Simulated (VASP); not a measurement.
A run of VASP 6.6.1:

Contents of INCAR:

```
PREC = Accurate ; ENCUT = 520
EDIFF = 1E-7 ; ISMEAR = 0
SIGMA = 0.01 ; LREAL = F
LASPH = T ; NELM = 80
ALGO = Normal ; ISIF = 2
LWAVE = F ; LCHARG = T
GGA = PS ; LELF = T
LVHAR = T ; NBANDS = 16
```

File KPOINTS:

```
regular mesh
0
Gamma
  8 8 8
```

Contents of POSCAR:

```
InP
1.0
    2.9245857483      2.9245857483      0.0000000000
   -2.9245857483      2.9245857483      0.0000000000
    0.0000000000      2.9245857483      2.9552071279
In P
1 1
Direct
    0.0000000000      0.0000000000      0.0000000000
    0.7500000000      0.2500000000      0.5000000000
```

Potentials or basis: VASP PAW PBE potentials, release 64 (In_d, P).

Run with:

```bash
$ cat potpaw_PBE.64/In_d/POTCAR potpaw_PBE.64/P/POTCAR > POTCAR
$ mpirun -np 1 vasp_std > vasp.out
```

Hardware: 1 thread of Intel Xeon 8259CL (shared host).

Q: How long does it take, and how much memory?

A: Run time: 61 s on 1 thread of Intel Xeon 8259CL, with other jobs on the host, peak memory 0.2 GiB. Counts: scf iterations 13, k points 59.
